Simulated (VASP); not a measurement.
GaAs, 2 atoms in the cell. Symmetry: F-43m, No. 216, cubic system. The conventional cell has a = 5.750 Å, b = 5.750 Å, c = 5.750 Å, α = 90.00°, β = 90.00°, γ = 90.00°. Ga (site symmetry -43m) has 4 As at 2.49 Å within 3.3 Å. Within 3.3 Å of As (site symmetry -43m) lie 4 Ga at 2.49 Å. 

```yaml
Program: VASP 6.6.1
Task: single point
Functional: PBE
Potentials_or_basis: VASP PAW PBE potentials, release 64 (Ga_d, As)
Cutoff: 500 eV
k_mesh: 4 × 4 × 4
Occupations: fermi-dirac, width 0.00861733 eV
Spin: no spin polarisation
Dipole_correction: no
Further_INCAR_settings: ALGO = Normal; EDIFF = 1e-06; NBANDS = 16
```

Potentials or basis: VASP PAW PBE potentials, release 64 (Ga_d, As).

Launch:

```console
$ cat potpaw_PBE.64/Ga_d/POTCAR potpaw_PBE.64/As/POTCAR > POTCAR
$ mpirun -np 1 vasp_std > vasp.out
```

Hardware: 1 thread of AMD EPYC 9R45 96-Core Processor (Zen 5), on a shared host.

Problem. Estimate the wall time of this run.

Solution. Wall time 4.8 s on 1 thread of AMD EPYC 9R45 96-Core Processor (Zen 5), with other jobs on the host, peak memory 0.13 GiB. Counts: scf iterations 12, k points 8.
